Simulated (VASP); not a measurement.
# TaN (P-62m) in VASP: single point with r2SCAN

Aim: the single point of TaN with r2SCAN.

All numbers are computed with VASP 6.6.1; they aren't measurements. Logs are shortened: lines on timing, memory, paths and dates and some standing lists are left out, and cuts for length are marked.

## (1) The cell of the first run

It takes space group P-62m (No. 189, hexagonal). Conventional cell: a = 5.196 Å, b = 5.196 Å, c = 2.911 Å, α = 90.00°, β = 90.00°, γ = 120.00°. Within 3.0 Å of Ta (site symmetry -6) lie 6 N at 2.16 Å and 5 Ta at 2.91 to 3.00 Å. Ta (site symmetry -62m) has 3 N at 2.04 Å within 2.7 Å. Within 3.0 Å of N (site symmetry m2m) lie 5 Ta at 2.04 to 2.16 Å and 6 N at 2.77 to 2.91 Å.

## (2) Single point, r2SCAN

File POSCAR:

```
TaN
1.0
    5.1960001500      0.0000000000      0.0000000000
   -2.5980000800      4.4998681300      0.0000000000
    0.0000000000      0.0000000000      2.9109996000
Ta N
3 3
Direct
    0.3333333333      0.6666666667      0.5000000000
    0.6666666667      0.3333333333      0.5000000000
    0.0000000000      0.0000000000      0.0000000000
    0.3928500000      0.0000000000      0.0000000000
    0.6071500000      0.6071500000      0.0000000000
    0.0000000000      0.3928500000      0.0000000000
```

File INCAR.step1:

```
SYSTEM = TaN
PREC = Accurate
ENCUT = 520
ISMEAR = -1
SIGMA = 0.05
LREAL = .False.
LASPH = .True.
NELM = 60
NBANDS = 33
GGA = PE
ALGO = Normal
EDIFF = 1E-4
LWAVE = .True.
LCHARG = .False.
```

File INCAR.step2:

```
SYSTEM = TaN
PREC = Accurate
ENCUT = 520
EDIFF = 1E-6
ISMEAR = -1
SIGMA = 0.05
LREAL = .False.
LASPH = .True.
NELM = 60
ALGO = Normal
ISIF = 2
LWAVE = .False.
LCHARG = .True.
METAGGA = R2SCAN
LMIXTAU = .True.
LELF = .True.
LVHAR = .True.
NBANDS = 33
ISTART = 1
```

File KPOINTS:

```
Automatic mesh
0
Gamma
  6 6 9
  0 0 0
```

Potentials or basis: VASP PAW PBE potentials, release 64 (Ta_pv, N).

The run is started by

```console
$ cat potpaw_PBE.64/Ta_pv/POTCAR potpaw_PBE.64/N/POTCAR > POTCAR
$ cp INCAR.step1 INCAR
$ mpirun -np 1 vasp_std > vasp.out
$ cp INCAR.step2 INCAR
$ mpirun -np 1 vasp_std > vasp.out
```

OUTCAR:

```text
SYSTEM = TaN
   PREC = Accurate
   ENCUT = 520
   EDIFF = 1E-6
   ISMEAR = -1
   LREAL = .False.
   LASPH = .True.
   NELM = 60
   ISIF = 2
   METAGGA = R2SCAN
   ISTART = 1

 ion  position               nearest neighbor table
   1  0.333  0.667  0.500-   6 2.16   6 2.16   5 2.16   5 2.16   4 2.16   4 2.16   2 3.00   2 3.00
                             2 3.00   3 3.33   3 3.33   3 3.33   3 3.33   3 3.33   3 3.33
   2  0.667  0.333  0.500-   6 2.16   6 2.16   4 2.16   4 2.16   5 2.16   5 2.16   1 3.00   1 3.00
                             1 3.00   3 3.33   3 3.33   3 3.33   3 3.33   3 3.33   3 3.33
   3  0.000  0.000  0.000-   5 2.04   4 2.04   6 2.04   2 3.33   2 3.33   1 3.33   1 3.33   1 3.33
                             2 3.33   2 3.33   1 3.33   2 3.33   2 3.33   1 3.33   1 3.33
   4  0.393  0.000  0.000-   3 2.04   2 2.16   2 2.16   1 2.16   1 2.16
   5  0.607  0.607  0.000-   3 2.04   1 2.16   1 2.16   2 2.16   2 2.16
   6  0.000  0.393  0.000-   3 2.04   2 2.16   2 2.16   1 2.16   1 2.16

  LATTYP: Found a hexagonal cell.
 ALAT       =     5.1960001500
 C/A-ratio  =     0.5602385520

  Lattice vectors:

 A1 = (   5.1960001500,   0.0000000000,   0.0000000000)
 A2 = (  -2.5980000800,   4.4998681300,   0.0000000000)
 A3 = (   0.0000000000,   0.0000000000,   2.9109996000)

Analysis of symmetry for initial positions (statically):
=====================================================================
 Subroutine PRICEL returns:
 Original cell was already a primitive cell.

 Routine SETGRP: Setting up the symmetry group for a
 hexagonal supercell.

 Subroutine GETGRP returns: Found 12 space group operations
 (whereof 12 operations were pure point group operations)
 out of a pool of 24 trial point group operations.

The static configuration has the point symmetry D_3h.

Analysis of symmetry for dynamics (positions and initial velocities):
=====================================================================
 Subroutine PRICEL returns:
 Original cell was already a primitive cell.

 Routine SETGRP: Setting up the symmetry group for a
 hexagonal supercell.

 Subroutine GETGRP returns: Found 12 space group operations
 (whereof 12 operations were pure point group operations)
 out of a pool of 24 trial point group operations.

The dynamic configuration has the point symmetry D_3h.

 Subroutine INISYM returns: Found 12 space group operations
 (whereof 12 operations are pure point group operations),
 and found     1 'primitive' translations

----------------------------------------------------------------------------------------

                                     Primitive cell

  volume of cell :      68.0630

  direct lattice vectors                    reciprocal lattice vectors
     5.196000150  0.000000000  0.000000000     0.192455730  0.111114367  0.000000000
    -2.598000080  4.499868130  0.000000000     0.000000000  0.222228735  0.000000000
     0.000000000  0.000000000  2.910999600     0.000000000  0.000000000  0.343524609

  length of vectors
     5.196000150  5.196000154  2.910999600     0.222228735  0.222228735  0.343524609

  position of ions in fractional coordinates (direct lattice)
     0.333333333  0.666666667  0.500000000
     0.666666667  0.333333333  0.500000000
     0.000000000  0.000000000  0.000000000
     0.392850000  0.000000000  0.000000000
     0.607150000  0.607150000  0.000000000
     1.000000000  0.392850000  0.000000000

  ion indices of the primitive-cell ions
   primitive index   ion index
                 1           1
                 2           2
                 3           3
                 4           4
                 5           5
                 6           6

----------------------------------------------------------------------------------------

 KPOINTS: Automatic mesh

Automatic generation of k-mesh.
 Grid dimensions read from file:
 generate k-points for:    6    6    9

 Generating k-lattice:

  Cartesian coordinates                     Fractional coordinates (reciprocal lattice)
     0.032075955  0.018519061  0.000000000     0.166666667  0.000000000  0.000000000
     0.000000000  0.037038122  0.000000000     0.000000000  0.166666667  0.000000000
     0.000000000  0.000000000  0.038169401     0.000000000  0.000000000  0.111111111

  Length of vectors
     0.037038122  0.037038122  0.038169401

  Shift w.r.t. Gamma in fractional coordinates (k-lattice)
     0.000000000  0.000000000  0.000000000

 Subroutine IBZKPT returns following result:
 ===========================================

 Found     35 irreducible k-points:

 Following reciprocal coordinates:
            Coordinates               Weight
  0.000000  0.000000  0.000000      1.000000
  0.166667  0.000000  0.000000      6.000000
  0.333333 -0.000000  0.000000      6.000000
  0.500000  0.000000  0.000000      3.000000
  0.166667  0.166667  0.000000      6.000000
  0.333333  0.166667  0.000000     12.000000
[... 16 lines left out ...]
  0.166667  0.000000  0.333333     12.000000
  0.333333 -0.000000  0.333333     12.000000
 [... further k-points ...]
   k-points           NKPTS =     35   k-points in BZ     NKDIM =     35   number of bands    NBANDS=     33
   number of dos      NEDOS =    301   number of ions     NIONS =      6
   total plane-waves  NPLWV =  38400
   dimension x,y,z NGX =    40 NGY =   40 NGZ =   24
   dimension x,y,z NGXF=    80 NGYF=   80 NGZF=   48
   ions per type =               3   3
   NGX,Y,Z   is equivalent  to a cutoff of  12.80, 12.80, 13.71 a.u.
   NGXF,Y,Z  is equivalent  to a cutoff of  25.60, 25.60, 27.41 a.u.
 SYSTEM =  TaN
   PREC   = accura    normal or accurate (medium, high low for compatibility)
   ISTART =      1    job   : 0-new  1-cont  2-samecut
   ICHARG =      0    charge: 1-file 2-atom 10-const
   ISPIN  =      1    spin polarized calculation?
   LNONCOLLINEAR =      F non collinear calculations
   LSORBIT =      F    spin-orbit coupling
   LASPH  =      T    aspherical Exc in radial PAW
   ENCUT  =  520.0 eV  38.22 Ry    6.18 a.u.   9.66  9.66  5.41*2*pi/ulx,y,z
   NELM   =     60;   NELMIN=  2; NELMDL=  0     # of ELM steps
   EDIFF  = 0.1E-05   stopping-criterion for ELM
   LREAL  =      F    real-space projection
   EDIFFG = 0.1E-04   stopping-criterion for IOM
   NSW    =      0    number of steps for IOM
   IBRION =     -1    ionic relax: 0-MD 1-quasi-New 2-CG
   NFREE  =      0    steps in history (QN), initial steepest desc. (CG)
   ISIF   =      2    stress and relaxation
   ISYM   =      2    0-nonsym 1-usesym 2-fastsym
   POTIM  = 0.5000    time-step for ionic-motion
   TEBEG  =    0.0;   TEEND  =   0.0 temperature during run
   PSTRESS=    0.0 pullay stress
   NELECT =      48.0000    total number of electrons
   NUPDOWN=      -1.0000    fix difference up-down
   EMIN   =  10.00;   EMAX   =-10.00  energy-range for DOS
   EFERMI =   0.00;   METHOD = LEGACY
   ISMEAR =    -1;   SIGMA  =   0.05  broadening in eV -4-tet -1-fermi 0-gaus
   EFERMI_NEDOS =   21; number of points for ismear=-14 and -15
   IALGO  =     38    algorithm
   IMIX   =      4    mixing-type and parameters
     AMIX     =   0.40;   BMIX     =  1.00
     AMIX_MAG =   1.60;   BMIX_MAG =  1.00
  volume/ion in A,a.u.               =      11.34        76.55
  Fermi-wavevector in a.u.,A,eV,Ry     =   1.457197  2.753703 28.890918  2.123423
  Thomas-Fermi vector in A             =   2.574026
   LORBIT       =      0    0 simple, 1 ext, 2 COOP (PROOUT), +10 PAW based schemes
   METAGGA = R2SCAN    functional components
   LHFCALC =     F    Hartree Fock is set to
   AEXX    =    0.0000 exact exchange contribution
   IVDW    =     0    specifies the selected vdW correction
   LEPSILON=     F    determine dielectric tensor
   LRPA    =     F    only Hartree local field effects (RPA)
 non-spin polarized calculation
  energy-cutoff  :      520.00
  volume of cell :       68.06
 maximum number of plane-waves:      1847
 NGX is ok and might be reduce to    40
   NGX = 19   NGY = 19   NGZ = 11

 number of electron      48.0000002 magnetization

 Free energy of the ion-electron system (eV)
  ---------------------------------------------------
  ext. energy  EPLUGINS =         0.00000000
  ---------------------------------------------------
  free energy    TOTEN  =      -181.30099937 eV

  energy without entropy =     -181.29532277  energy(sigma->0) =     -181.29816107

 E-fermi :   8.2799     XC(G=0): -13.9867

 val. band max:        8.2192532987   @ k =   0.1667   0.0000   0.3333
 cond. band min:       8.2901025996   @ k =   0.0000   0.0000   0.2222
 fundamental gap:      0.0708493009
 Fermi energy:         8.2799232336

 k-point     1 :       0.0000    0.0000    0.0000
  band No.  band energies     occupation
      1     -29.2731      2.00000
      2     -29.2731      2.00000
      3     -28.9025      2.00000
      4     -28.9025      2.00000
      5     -28.7245      2.00000
      6     -28.6126      2.00000
[... 25 lines left out ...]
     32      11.6892      0.00000
     33      11.6892      0.00000

 k-point     2 :       0.1667    0.0000    0.0000
  band No.  band energies     occupation
      1     -29.2957      2.00000
      2     -29.2649      2.00000
      3     -28.8866      2.00000
      4     -28.8736      2.00000
      5     -28.7175      2.00000
      6     -28.6191      2.00000
[... 25 lines left out ...]
     32      11.7235      0.00000
     33      11.9023      0.00000
[... 754 lines left out ...]
     32      11.9111      0.00000
     33      13.2761      0.00000

 k-point    24 :       0.3333   -0.0000    0.3333
  band No.  band energies     occupation
      1     -29.3665      2.00000
      2     -29.2454      2.00000
      3     -29.1895      2.00000
      4     -29.0970      2.00000
      5     -28.8322      2.00000
      6     -28.7361      2.00000
[... 25 lines left out ...]
     32      12.1710      0.00000
     33      13.6820      0.00000

 [... further k-points ...]

------------------------ aborting loop because EDIFF is reached ----------------------------------------

  FORCE on cell =-STRESS in cart. coord.  units (eV):
  Direction    XX          YY          ZZ          XY          YZ          ZX
  --------------------------------------------------------------------------------------
  -------------------------------------------------------------------------------------
  Total        0.8855796      0.8855796      0.6434466     -0.0000000     -0.0000000     -0.0000000
  in kB       20.8462086     20.8462086     15.1464906     -0.0000000     -0.0000000     -0.0000000
  external PRESSURE =      18.9463026 kB  Pullay stress =       0.0000000 kB

 VOLUME and BASIS-vectors are now :
 -----------------------------------------------------------------------------
  energy-cutoff  :      520.00
  volume of cell :       68.06
      direct lattice vectors                 reciprocal lattice vectors
     5.196000150  0.000000000  0.000000000     0.192455730  0.111114367  0.000000000
    -2.598000080  4.499868130  0.000000000     0.000000000  0.222228735  0.000000000
     0.000000000  0.000000000  2.910999600     0.000000000  0.000000000  0.343524609

 POSITION                                       TOTAL-FORCE (eV/Angst)
 -----------------------------------------------------------------------------------
     -0.00000      2.99991      1.45550         0.000000      0.000000      0.000000
      2.59800      1.49996      1.45550         0.000000      0.000000      0.000000
      0.00000      0.00000      0.00000         0.000000      0.000000      0.000000
      2.04125      0.00000      0.00000        -0.024266     -0.000000     -0.000000
      1.57738      2.73209      0.00000         0.012133      0.021015     -0.000000
     -1.02062      1.76777      0.00000         0.012133     -0.021015      0.000000
 -----------------------------------------------------------------------------------
    total drift:                                0.000003      0.000004      0.000000

  FREE ENERGIE OF THE ION-ELECTRON SYSTEM (eV)
  ---------------------------------------------------
  free  energy   TOTEN  =      -181.3009993689 eV

  energy  without entropy=     -181.2953227684  energy(sigma->0) =     -181.29816107
```

It took 4.7 min on 1 thread of AMD EPYC 7R43 (Zen 3), shared host; peak memory 0.2 GiB.

What came out:

| Item | Value |
| --- | --- |
| Free energy | -181.3010 eV |
| Pressure | 1.9 GPa |
| Largest force | 0.024 eV/Å |
| Band gap on the k mesh | zero (bands 24 and 25 overlap by 3.11 eV) |

Forces on the atoms (eV/Å):
```
Ta   0.000  0.000  0.000
Ta   0.000  0.000  0.000
Ta   0.000  0.000  0.000
N   -0.024  0.000  0.000
N    0.012  0.021  0.000
N    0.012 -0.021  0.000
```

Stress tensor (GPa, compression positive):
```
2.08 0.00 0.00
0.00 2.08 0.00
0.00 0.00 1.51
```

Caveat: the PAW data sets were made with another functional, which shifts forces and pressure a little; spin-orbit coupling is left out, which moves the levels of the heavy elements.

The gap in the log of VASP goes by the Fermi energy; the results here count the filled bands.